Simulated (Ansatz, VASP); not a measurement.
**Two plane-wave programs on CaF2**

POSCAR

```
CaF2
1.0
    0.0000000000      2.7195928860      2.7195928860
    2.7195928860      0.0000000000      2.7195928860
    2.7195928860      2.7195928860      0.0000000000
Ca F
1 2
Direct
    0.0000000000      0.0000000000      0.0000000000
    0.2500000000      0.2500000000      0.2500000000
    0.7500000000      0.7500000000      0.7500000000
```

File INCAR.step1:

```
  PREC = Accurate
  ENCUT = 660
  ISMEAR = 0
  SIGMA = 0.01
  LREAL = F
  LASPH = T
  NELM = 120
  NBANDS = 19
  GGA = PE
  ALGO = Normal
  EDIFF = 1E-5
  LWAVE = T
  LCHARG = F
  GGA_COMPAT = F
```

Contents of INCAR.step2:

```
  PREC = Accurate
  ENCUT = 660
  EDIFF = 1E-6
  ISMEAR = 0
  SIGMA = 0.01
  LREAL = F
  LASPH = T
  NELM = 120
  ALGO = Normal
  ISIF = 2
  LWAVE = F
  LCHARG = F
  METAGGA = R2SCAN
  LMIXTAU = T
  NBANDS = 19
  ISTART = 1
  GGA_COMPAT = F
```

File KPOINTS:

```
regular mesh
0
Gamma
  6 6 6
```

Input for Ansatz:

```yaml
crystal:
  lattice:
    - [0.0, 2.719592886, 2.719592886]
    - [2.719592886, 0.0, 2.719592886]
    - [2.719592886, 2.719592886, 0.0]
  atoms:
    - { symbol: Ca, position: [0.0, 0.0, 0.0] }
    - { symbol: F, position: [0.25, 0.25, 0.25] }
    - { symbol: F, position: [0.75, 0.75, 0.75] }
kpoints:
  mp_grid: { grid: [6, 6, 6] }
hamiltonian:
  xc: r2scan
scf:
  occupations: { method: fixed }
output:
  optics:
    e_range: [0, 25]
    de: 0.05
    sigma: 0.1
    bands: { spectra_wanted_up_to: 25 }
```

Alike in both runs: task single point; functional r2SCAN; k mesh 6 × 6 × 6; no spin polarisation.

```csv
,VASP,Ansatz
version,VASP 6.6.1,Ansatz 0.2.0
potentials or method,"VASP PAW PBE potentials, release 64 (Ca_sv, F)","plane waves, PAW"
plane-wave cutoff (eV),660,500
occupations,"gaussian, width 0.01 eV",fixed
valence electrons in the cell,24,24
```

|  | VASP | Ansatz | Ansatz less VASP |
| --- | --- | --- | --- |
| gap on the k mesh at the Fermi level (eV) | 8.03 | 8.03 | +0.006 |

VASP's potentials were made for PBE, not for r2SCAN.
